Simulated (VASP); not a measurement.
**Zr: single point with PBEsol**

Crystal: Zr.

```
Zr
1.0
     3.23200    0.00000    0.00000
    -1.61600    2.85497    0.00000
     0.00000    0.00000    5.14700
Zr
2
Direct
  0.33333 0.66667 0.25000
  0.66667 0.33333 0.75000
```

This cell differs from its parent crystal: strain +0.0200 x Voigt [0, 1, 0, 0, 0, 0].

```json
{
 "Program": "VASP 6.6.1",
 "Task": "single point",
 "Functional": "PBEsol",
 "Potentials or basis": "VASP PAW PBE potentials, release 64 (Zr_sv)",
 "Cutoff": "520 eV",
 "k mesh": "18 × 18 × 10",
 "Occupations": "gaussian, width 0.15 eV",
 "Spin": "no spin polarisation",
 "Dipole correction": "no",
 "Further INCAR settings": "ALGO = Fast; EDIFF = 1e-07; NBANDS = 19"
}
```

| Property | Result |
| --- | --- |
| Pressure | -4.9 GPa |
| Largest force | 0.033 eV/Å |
| Band gap on the k mesh | zero (bands 12 and 13 overlap by 1.27 eV) |

Forces on the atoms (eV/Å):
```
Zr   0.000  0.033  0.000
Zr   0.000 -0.033  0.000
```

Stress tensor (GPa, compression positive):
```
-4.41  0.00  0.00
 0.00 -6.12  0.00
 0.00  0.00 -4.16
```

Levels at points of the mesh, in eV from the Fermi level:
```tsv
k point	band 8	band 9	band 10	band 11	band 12	band 13	band 14	band 15	band 16	band 17
(0.00, 0.00, 0.00)	-26.33	-5.64	-2.98	0.68	1.00	1.08	1.19	1.39	1.68	1.98
(0.50, 0.00, 0.00)	-26.45	-2.51	-2.49	-2.08	-0.24	0.40	0.83	1.52	4.75	5.16
(0.00, 0.50, 0.00)	-26.41	-2.51	-2.50	-2.07	-0.36	0.59	0.78	1.38	4.70	5.12
(0.00, 0.00, 0.50)	-26.40	-3.93	-3.93	0.09	0.09	0.58	0.58	0.86	0.86	3.82
(0.50, 0.00, 0.50)	-26.56	-2.81	-2.81	-0.99	-0.99	1.59	1.59	2.07	2.07	4.96
(0.00, 0.50, 0.50)	-26.53	-2.83	-2.83	-1.00	-1.00	1.48	1.48	2.23	2.23	4.95
```

Run time: 6.5 min on 1 thread of Intel(R) Xeon(R) 6975P-C (Granite Rapids), with other jobs on the host, peak memory 0.47 GiB.

Caveat: the cell differs from its parent crystal (strain +0.0200 x Voigt [0, 1, 0, 0, 0, 0]); the cell stands under tension; the PAW data sets were made with another functional, which shifts forces and pressure a little.
